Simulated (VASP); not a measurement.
# Au: single point with LDA

Crystal: Au.

```xyz
2
Lattice="0.0000 -3.3145 0.0000 -3.3145 0.0000 0.0000 0.0000 0.0000 -3.3145" Properties=species:S:1:pos:R:3 pbc="T T T"
Au   -1.6573   -1.6573   -1.6573
Au    0.0000    0.0000    0.0000
```

This isn't the form of Au at room conditions, which is fcc.

- Program: VASP 6.6.1
- Task: single point
- Functional: LDA
- Potentials or basis: VASP PAW LDA potentials, release 64 (Au)
- Cutoff: 520 eV
- k mesh: 14 × 14 × 14
- Occupations: gaussian, width 0.15 eV
- Spin: no spin polarisation

```yaml
Pressure: -13.1 GPa
Band_gap_on_the_k_mesh: zero (bands 11 and 12 overlap by 4.69 eV)
```

Levels at points of the mesh, in eV from the Fermi level:
| k point | band 9 | band 10 | band 11 | band 12 | band 13 | band 14 |
| --- | --- | --- | --- | --- | --- | --- |
| (0.00, 0.00, 0.00) | -1.74 | -1.74 | -1.74 | 6.17 | 6.17 | 6.17 |
| (0.50, 0.00, 0.00) | -3.25 | -3.25 | -1.88 | -1.88 | 12.21 | 12.21 |
| (0.50, 0.50, 0.00) | -1.40 | -1.40 | -0.40 | -0.40 | 3.18 | 3.18 |
| (0.50, 0.50, 0.50) | -2.55 | -2.55 | 2.62 | 2.62 | 6.93 | 6.93 |

Wall time 33 s on 1 thread of Intel(R) Xeon(R) Platinum 8559C (Emerald Rapids), on a shared host, peak memory 0.19 GiB.

Caveat: the cell stands under tension; spin-orbit coupling is left out, which moves the levels of the heavy elements.
